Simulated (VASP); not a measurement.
# CaB15N16 (a cell with a defect) in VASP: a series of runs

CaB15N16 (a cell with a defect) is run at these levels: HSE06; tasks: electric field gradients.

All numbers are computed with VASP 6.6.1; they aren't measurements. Logs are shortened: lines on timing, memory, paths and dates and some standing lists are left out, and cuts for length are marked.

### Step 1. The cell of the first run

The cell holds a defect, 32 atoms: a = 6.277 Å, b = 6.277 Å, c = 6.277 Å, α = 109.47°, β = 109.47°, γ = 109.47°.

### Step 2. Electric field gradients, HSE06, collinear spin

The input, POSCAR:

```
CaB15N16
1.0
   -3.6241103844      3.6241103844     -3.6241103844
    3.6241103844      3.6241103844      3.6241103844
    3.6241103844     -3.6241103844     -3.6241103844
B Ca N
15 1 16
Direct
   -0.0093286862     -0.0120740885     -0.0063165500
   -0.0022624260      0.2455178010      0.7606152644
   -0.0023017324      0.5109324457      0.4952260941
   -0.0093363797      0.7439895532      0.2376282943
    0.2505614934     -0.0041436612      0.7612432198
    0.2505680657      0.5115586097      0.2455097558
    0.2505668383      0.7469375849     -0.0033813874
    0.5104776339      0.0038883804      0.4975235299
    0.5104738979      0.2478191502      0.2535720916
    0.5033943583      0.4983518767      0.0134649105
    0.5034346156      0.7638264752      0.7480994108
    0.7429324340     -0.0125729802      0.2371342150
    0.7505827589      0.2506539860      0.0003429161
    0.7582257275      0.4950610649      0.7447670398
    0.7505608595      0.7506404577      0.5003368078
    0.2506458257      0.2777555812      0.5273134370
   -0.0483997262     -0.0499430296      0.1997658344
   -0.0040852882      0.2499651215      0.0065470209
    0.0113622297      0.5011947244      0.7508815851
   -0.0041046045      0.7568546077      0.4996475759
    0.2505660456     -0.0072464663      0.0068726434
    0.2505554316      0.2427566845      0.8220593186
    0.2505617716      0.5725351611      0.4924634954
    0.2505634117      0.7571976300      0.2424475099
    0.5052382950      0.0115422956      0.7543200800
    0.5495876736      0.2490158618      0.4987180847
    0.5052281273      0.5046224706      0.2612150322
    0.4897735978      0.7404018620     -0.0099129146
    0.7555887087     -0.0049808464      0.4989871504
    0.7556052129      0.2492990502      0.2447230117
    0.7455380184      0.4900015186     -0.0060392145
    0.7455305241      0.7442664358      0.7397021831
```

The input, INCAR.step1:

```
PREC = Accurate ; ENCUT = 520
ISMEAR = -1 ; SIGMA = 0.01
LREAL = Auto ; LASPH = T
NELM = 150 ; ALGO = Normal
ISIF = 2 ; LWAVE = T
LCHARG = F ; ISPIN = 2
MAGMOM = 0 -0.01 -0.01 0 0 0 0.01 0 0 -0.01 -0.01 0 0 0 0 0.05 0 0.03 0.01 0.03 0.04 0.24 0.24 0.04 0.03 0 0.03 0.01 0 0 0 0 ; LORBIT = 11
NUPDOWN = 1.0 ; GGA = PE
EDIFF = 1E-5 ; NBANDS = 94
```

The input, INCAR.step2:

```
PREC = Accurate ; ENCUT = 520
EDIFF = 1E-8 ; ISMEAR = -1
SIGMA = 0.01 ; LREAL = Auto
LASPH = T ; NELM = 150
ALGO = Normal ; ISIF = 2
LWAVE = F ; LCHARG = F
ISPIN = 2 ; MAGMOM = 0 -0.01 -0.01 0 0 0 0.01 0 0 -0.01 -0.01 0 0 0 0 0.05 0 0.03 0.01 0.03 0.04 0.24 0.24 0.04 0.03 0 0.03 0.01 0 0 0 0
LORBIT = 11 ; NUPDOWN = 1.0
GGA = PE ; LHFCALC = T
HFSCREEN = 0.2079 ; PRECFOCK = Fast
LEFG = T ; ISTART = 1
NBANDS = 94
```

The input, KPOINTS:

```
Automatic mesh
0
Gamma
  1 1 1
  0.25 0.25 0.25
```

Potentials or basis: VASP PAW PBE potentials, release 64 (B, Ca_sv, N).

The run is started by

```bash
$ cat potpaw_PBE.64/B/POTCAR potpaw_PBE.64/Ca_sv/POTCAR potpaw_PBE.64/N/POTCAR > POTCAR
$ cp INCAR.step1 INCAR
$ mpirun -np 1 vasp_std > vasp.out
$ cp INCAR.step2 INCAR
$ mpirun -np 1 vasp_std > vasp.out
```

OUTCAR:

```text
PREC = Accurate
   ENCUT = 520
   EDIFF = 1E-8
   ISMEAR = -1
   LREAL = Auto
   LASPH = T
   NELM = 150
   ISIF = 2
   ISPIN = 2
   LORBIT = 11
   NUPDOWN = 1.0
   GGA = PE
   LHFCALC = T
   HFSCREEN = 0.2079
   PRECFOCK = Fast
   ISTART = 1

 ion  position               nearest neighbor table
   1  0.991  0.988  0.994-  17 1.47  32 1.56  21 1.60  18 1.61
   2  0.998  0.246  0.761-  22 1.51  18 1.54  29 1.58  19 1.60  16 2.50
   3  0.998  0.511  0.495-  23 1.51  20 1.54  30 1.58  19 1.60  16 2.50
   4  0.991  0.744  0.238-  17 1.47  31 1.56  24 1.60  20 1.61
   5  0.251  0.996  0.761-  22 1.47  21 1.55  20 1.58  25 1.58  16 2.65
   6  0.251  0.512  0.246-  23 1.47  24 1.55  18 1.58  27 1.58  16 2.65
   7  0.251  0.747  0.997-  21 1.52  24 1.52  19 1.53  28 1.53
   8  0.510  0.004  0.498-  26 1.47  29 1.56  24 1.60  25 1.61
   9  0.510  0.248  0.254-  26 1.47  30 1.56  21 1.60  27 1.61
  10  0.503  0.498  0.013-  22 1.51  27 1.54  31 1.58  28 1.60  16 2.50
  11  0.503  0.764  0.748-  23 1.51  25 1.54  32 1.58  28 1.60  16 2.50
  12  0.743  0.987  0.237-  17 1.48  28 1.56  29 1.60  30 1.60  16 2.62
  13  0.751  0.251  0.000-  31 1.53  30 1.53  25 1.53  18 1.53
  14  0.758  0.495  0.745-  26 1.48  19 1.56  31 1.60  32 1.60  16 2.61
  15  0.751  0.751  0.500-  29 1.53  32 1.53  27 1.53  20 1.53
  16  0.251  0.278  0.527-  23 1.93  22 1.93  26 2.00  17 2.00  11 2.50   3 2.50  10 2.50   2 2.50
                            14 2.61  12 2.62   6 2.65   5 2.65
  17  0.952  0.950  0.200-   4 1.47   1 1.47  12 1.48  16 2.00
  18  0.996  0.250  0.007-  13 1.53   2 1.54   6 1.58   1 1.61
  19  0.011  0.501  0.751-   7 1.53  14 1.56   3 1.60   2 1.60
  20  0.996  0.757  0.500-  15 1.53   3 1.54   5 1.58   4 1.61
  21  0.251  0.993  0.007-   7 1.52   5 1.55   1 1.60   9 1.60
  22  0.251  0.243  0.822-   5 1.47   2 1.51  10 1.51  16 1.93
[... 8 lines left out ...]
  31  0.746  0.490  0.994-  13 1.53   4 1.56  10 1.58  14 1.60
  32  0.746  0.744  0.740-  15 1.53   1 1.56  11 1.58  14 1.60

  LATTYP: Found a body centered cubic cell.
 ALAT       =     7.2482207688

  Lattice vectors:

 A1 = (  -3.6241103844,   3.6241103844,  -3.6241103844)
 A2 = (   3.6241103844,   3.6241103844,   3.6241103844)
 A3 = (   3.6241103844,  -3.6241103844,  -3.6241103844)

Analysis of symmetry for initial positions (statically):
=====================================================================
 Subroutine PRICEL returns:
 Original cell was already a primitive cell.

 Routine SETGRP: Setting up the symmetry group for a
 body centered cubic supercell.

 Subroutine GETGRP returns: Found  1 space group operations
 (whereof  1 operations were pure point group operations)
 out of a pool of 48 trial point group operations.

The static configuration has the point symmetry C_1 .

Analysis of symmetry for dynamics (positions and initial velocities):
=====================================================================
 Subroutine PRICEL returns:
 Original cell was already a primitive cell.

 Routine SETGRP: Setting up the symmetry group for a
 body centered cubic supercell.

 Subroutine GETGRP returns: Found  1 space group operations
 (whereof  1 operations were pure point group operations)
 out of a pool of 48 trial point group operations.

The dynamic configuration has the point symmetry C_1 .

Analysis of structural, dynamic, and magnetic symmetry:
=====================================================================
 Subroutine PRICEL returns:
 Original cell was already a primitive cell.

 Routine SETGRP: Setting up the symmetry group for a
 body centered cubic supercell.

 Subroutine GETGRP returns: Found  1 space group operations
 (whereof  1 operations were pure point group operations)
 out of a pool of 48 trial point group operations.

The overall configuration has the point symmetry C_1 .

 Subroutine INISYM returns: Found  1 space group operations
 (whereof  1 operations are pure point group operations),
 and found     1 'primitive' translations

----------------------------------------------------------------------------------------

[... 173 lines left out ...]

 number of electron     135.0000002 magnetization       1.0000000

 Free energy of the ion-electron system (eV)
  ---------------------------------------------------
  ext. energy  EPLUGINS =         0.00000000
  ---------------------------------------------------
  free energy    TOTEN  =      -307.99095758 eV

  energy without entropy =     -307.99095758  energy(sigma->0) =     -307.99095758

 E-fermi :   7.5647     XC(G=0): -10.5703

 val. band max:        7.3232312588   @ k =   0.2500   0.2500   0.2500
 cond. band min:       8.5819754877   @ k =   0.2500   0.2500   0.2500
 fundamental gap:      1.2587442289
 Fermi energy:         7.1740503467

 spin component 1

 k-point     1 :       0.2500    0.2500    0.2500
  band No.  band energies     occupation
      1     -33.1829      1.00000
      2     -15.2915      1.00000
      3     -14.8220      1.00000
      4     -14.4658      1.00000
      5     -13.3998      1.00000
      6     -13.3472      1.00000
[... 71 lines left out ...]
     78      15.8638      0.00000
     79      16.0719      0.00000
 Fermi energy:         7.5647013135

 spin component 2

 k-point     1 :       0.2500    0.2500    0.2500
  band No.  band energies     occupation
      1     -33.0811      1.00000
      2     -15.0081      1.00000
      3     -14.6592      1.00000
      4     -14.4496      1.00000
      5     -13.2707      1.00000
      6     -13.2020      1.00000
[... 71 lines left out ...]
     78      15.8996      0.00000
     79      16.0781      0.00000
 [bands above 79 left out]

------------------------ aborting loop because EDIFF is reached ----------------------------------------

  FORCE on cell =-STRESS in cart. coord.  units (eV):
  Direction    XX          YY          ZZ          XY          YZ          ZX
  --------------------------------------------------------------------------------------
  -------------------------------------------------------------------------------------
  Total       26.1173255     28.0028667     28.0042170     -0.0254733      6.4773351      0.0537527
  in kB      219.7733569    235.6399021    235.6512644     -0.2143542     54.5057987      0.4523211
  external PRESSURE =     230.3548411 kB  Pullay stress =       0.0000000 kB

 VOLUME and BASIS-vectors are now :
 -----------------------------------------------------------------------------
  energy-cutoff  :      520.00
  volume of cell :      190.40
      direct lattice vectors                 reciprocal lattice vectors
    -3.624110384  3.624110384 -3.624110384     0.000000000  0.137964893 -0.137964893
     3.624110384  3.624110384  3.624110384     0.137964893  0.137964893  0.000000000
     3.624110384 -3.624110384 -3.624110384     0.137964893  0.000000000 -0.137964893

 POSITION                                       TOTAL-FORCE (eV/Angst)
 -----------------------------------------------------------------------------------
      3.59127      3.56944     -3.61117        -0.029454     -0.046896      0.019140
      0.03043      1.74914     -5.48268         0.110732     -0.123610     -0.001116
      0.03066      3.67269     -3.55885         0.115150     -0.008376      0.127190
     -0.03278      5.42538     -1.75517        -0.029704     -0.018974      0.050198
      5.45986      1.75833     -0.05780         0.027390     -0.073304     -0.073828
      1.83561      1.87228      0.05610         0.014504      0.076718      0.077070
[... 24 lines left out ...]
      2.67613      0.87551     -4.52832         0.000812     -0.010374     -0.002801
      2.67618      2.71843     -2.68534         0.000327      0.002454      0.012494
 -----------------------------------------------------------------------------------
    total drift:                                0.002362     -0.002875      0.001606

  FREE ENERGIE OF THE ION-ELECTRON SYSTEM (eV)
  ---------------------------------------------------
  free  energy   TOTEN  =      -307.9909575807 eV

  energy  without entropy=     -307.9909575807  energy(sigma->0) =     -307.99095758

 Electric field gradients (V/A^2)
---------------------------------------------------------------------
 ion       V_xx      V_yy      V_zz      V_xy      V_xz      V_yz
---------------------------------------------------------------------
   1       1.544    -3.106     1.562     3.936     5.499    -2.654
   2       0.920     1.869    -2.789     2.309     1.728     0.044
   3       0.916    -2.774     1.858    -1.766    -2.264    -0.005
   4       1.541     1.562    -3.103    -5.509    -3.931    -2.664
   5      -3.322     1.661     1.661    -0.795    -0.793    -2.531
   6      -3.312     1.657     1.656     0.754     0.754    -2.476
[... 24 lines left out ...]
  31      -1.359    -1.150     2.509   -14.860     0.151    -2.546
  32      -1.361     2.514    -1.153    -0.163    14.890    -2.580
---------------------------------------------------------------------

 Electric field gradients after diagonalization (V/A^2)
 (convention: |V_zz| > |V_xx| > |V_yy|)
----------------------------------------------------------------------
 ion       V_xx      V_yy      V_zz     asymmetry (V_yy - V_xx)/ V_zz
----------------------------------------------------------------------
   1       7.150     1.080    -8.230       0.737
   2      -3.611    -0.339     3.950       0.828
   3      -3.638    -0.258     3.896       0.867
   4       7.156     1.081    -8.238       0.737
   5      -3.759    -0.433     4.192       0.793
   6      -3.706    -0.426     4.132       0.794
[... 24 lines left out ...]
  31      13.929     2.338   -16.267       0.713
  32      13.967     2.336   -16.302       0.713
----------------------------------------------------------------------

           NMR quadrupolar parameters

 Cq : quadrupolar parameter    Cq=e*Q*V_zz/h
 eta: asymmetry parameters     (V_yy - V_xx)/ V_zz
 Q  : nuclear electric quadrupole moment in mb (millibarn)
----------------------------------------------------------------------
 ion       Cq(MHz)       eta       Q (mb)
----------------------------------------------------------------------
   1      -0.020       0.737       1.000
   2       0.010       0.828       1.000
   3       0.009       0.867       1.000
   4      -0.020       0.737       1.000
   5       0.010       0.793       1.000
   6       0.010       0.794       1.000
[... 24 lines left out ...]
  31      -0.039       0.713       1.000
  32      -0.039       0.713       1.000
----------------------------------------------------------------------

 total charge

# of ion       s       p       d       tot
------------------------------------------
    1        0.681   1.377   0.000   2.058
    2        0.683   1.382   0.000   2.065
    3        0.683   1.382   0.000   2.065
    4        0.681   1.377   0.000   2.058
    5        0.689   1.408   0.000   2.097
    6        0.689   1.408   0.000   2.097
[... 24 lines left out ...]
   31        1.218   2.776   0.000   3.994
   32        1.218   2.776   0.000   3.994
--------------------------------------------------
tot         32.076  71.611   0.806 104.494

 magnetization (x)

# of ion       s       p       d       tot
------------------------------------------
    1        0.000  -0.002   0.000  -0.001
    2       -0.003  -0.009   0.000  -0.011
    3       -0.003  -0.009   0.000  -0.011
    4        0.000  -0.002   0.000  -0.001
    5       -0.001  -0.008   0.000  -0.009
    6       -0.002  -0.008   0.000  -0.009
[... 24 lines left out ...]
   31        0.001   0.003   0.000   0.004
   32        0.001   0.003   0.000   0.004
--------------------------------------------------
tot          0.028   0.764   0.054   0.845
```

It took 15 min on 1 thread of Intel Xeon Platinum 8259CL at 2.50GHz (Skylake/Cascade Lake), shared host; peak memory 0.56 GiB.

What came out:

| Quantity | Value |
| --- | --- |
| Free energy | -307.9910 eV |
| Pressure | 23.0 GPa |
| Largest force | 0.172 eV/Å |
| Net moment | 1.00 μB per cell |
| Site moments | B -0.00, -0.01, +0.01 (each value once); Ca +0.09; N +0.00, +0.03, +0.01, +0.04, +0.27, +0.28, +0.05 (each value once) μB |
| Largest electric field gradient by atom | B -8.2, +4.0, +3.9, +4.2, +4.1, -3.9, -8.0, -2.8 (each value once); Ca +33.5; N -72.1, -12.5, -19.2, -12.4, -7.7, -17.4, -16.3, -72.2 (each value once) V/Å² |
| Valence electrons inside the program's atomic spheres | B 2.06, 2.10, 2.17, 2.04, 2.16 (each value once); Ca 8.91; N 4.14, 3.99, 3.98, 4.07 (each value once) |

Forces in eV/Å, atoms in the order of the input:
```
B   -0.029 -0.047  0.019
B    0.111 -0.124 -0.001
B    0.115 -0.008  0.127
B   -0.030 -0.019  0.050
B    0.027 -0.073 -0.074
B    0.015  0.077  0.077
B    0.057  0.000  0.000
B   -0.030  0.049 -0.020
B   -0.031  0.020 -0.046
B    0.109 -0.001 -0.122
B    0.114  0.127 -0.010
B   -0.048 -0.041  0.041
B    0.000 -0.001  0.000
B   -0.046  0.040 -0.041
B    0.000 -0.003  0.001
Ca   0.131 -0.002  0.001
N   -0.056 -0.053  0.053
N   -0.034  0.041  0.031
N   -0.028  0.013 -0.011
N   -0.040 -0.028 -0.046
N   -0.048  0.045  0.045
N   -0.033 -0.011 -0.013
N   -0.025  0.021  0.019
N   -0.044 -0.050 -0.051
N   -0.041 -0.047 -0.028
N   -0.055  0.052 -0.053
N   -0.035  0.030  0.042
N   -0.027 -0.010  0.012
N    0.000 -0.001 -0.011
N    0.001  0.012  0.001
N    0.001 -0.010 -0.003
N    0.000  0.002  0.012
```

Electric field gradients, principal values (V/Å²):
```
 atom   least   middle  greatest (by size)
  1 B   1.080    7.150              -8.230
  2 B  -0.339   -3.611               3.950
  3 B  -0.258   -3.638               3.896
  4 B   1.081    7.156              -8.238
  5 B  -0.433   -3.759               4.192
  6 B  -0.426   -3.706               4.132
  7 B   1.130    2.779              -3.909
  8 B   1.075    7.163              -8.238
  9 B   1.077    7.155              -8.232
 10 B  -0.333   -3.617               3.950
 11 B  -0.256   -3.643               3.899
 12 B   1.549    6.460              -8.010
 13 B   0.797    1.996              -2.793
 14 B   1.535    6.471              -8.005
 15 B   0.796    1.995              -2.791
16 Ca  -1.712  -31.747              33.458
 17 N  35.730   36.417             -72.147
 18 N   4.195    8.297             -12.492
 19 N   3.511   15.729             -19.240
 20 N   4.236    8.175             -12.412
 21 N   3.192    4.556              -7.748
 22 N   5.828   11.547             -17.374
 23 N   5.301   10.959             -16.259
 24 N   3.253    4.458              -7.711
 25 N   4.238    8.183             -12.421
 26 N  35.739   36.437             -72.176
 27 N   4.196    8.305             -12.501
 28 N   3.498   15.736             -19.234
 29 N   2.341   13.919             -16.261
 30 N   2.342   13.957             -16.299
 31 N   2.338   13.929             -16.267
 32 N   2.336   13.967             -16.302
```

Caveat: the k points lie up to 1.23 Å⁻¹ apart, too coarse for converged energies, forces and pressures; without QUAD_EFG the Cq values of the log hold for a quadrupole moment of 1 mb, not for the nuclei; the PAW data sets were made with another functional, which shifts forces and pressure a little; the total moment is fixed, so each spin has its own Fermi level and the state may be an excited one.

[end of part 1 of 2]
